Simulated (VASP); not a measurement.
Set up this calculation in VASP 6.6.1, as the native input.

- Task: relaxation of cell and atoms
- Functional: PBE
- Potentials or basis: VASP PAW PBE potentials, release 64 (Nb_sv, As)
- Cutoff: 600 eV
- k mesh: 14 × 14 × 14
- Occupations: gaussian, width 0.1 eV
- Spin: no spin polarisation
- Dipole correction: no
- Further INCAR settings: ALGO = Normal; EDIFF = 1e-07; IBRION = 2; EDIFFG = -0.01; NSW = 100; ISIF = 3

The structure of Nb2As lies in POSCAR:

```
Nb2As
1.0
    0.0000000000      3.0597373805      3.0597373805
    3.0597373805      0.0000000000      3.0597373805
    3.0597373805      3.0597373805      0.0000000000
Nb As
2 1
Direct
    0.2500000000      0.2500000000      0.2500000000
    0.7500000000      0.7500000000      0.7500000000
    0.5000000000      0.5000000000      0.5000000000
```

One way to write it, as run:

INCAR

```
PREC = Accurate ; ENCUT = 600
EDIFF = 1E-7 ; ISMEAR = 0
SIGMA = 0.1 ; LREAL = False
LASPH = True ; NELM = 100
ALGO = Normal ; ISIF = 3
LWAVE = False ; LCHARG = False
GGA = PE ; IBRION = 2
NSW = 100 ; EDIFFG = -0.01
```

KPOINTS

```
regular mesh
0
Gamma
  14 14 14
```

Potentials or basis: VASP PAW PBE potentials, release 64 (Nb_sv, As).

Launch:

```bash
$ cat potpaw_PBE.64/Nb_sv/POTCAR potpaw_PBE.64/As/POTCAR > POTCAR
$ mpirun -np 1 vasp_std > vasp.out
```

Results of the run:

```json
{
  "Relaxed volume": "19.08 Å³/atom",
  "Relaxed cell": "a = 4.326 Å, b = 4.326 Å, c = 4.326 Å, α = 60.00°, β = 60.00°, γ = 60.00°",
  "Space group after relaxing (to 0.05 Å)": "Fm-3m (No. 225)",
  "Energy gained by relaxing": "0.0 meV/atom",
  "Ionic steps": "3",
  "Pressure after relaxing": "0.0 GPa"
}
```

Run time: 6.7 min on 1 thread of Intel(R) Xeon(R) Platinum 8375C CPU @ 2.90GHz (Ice Lake) (shared host), peak memory 0.28 GiB.
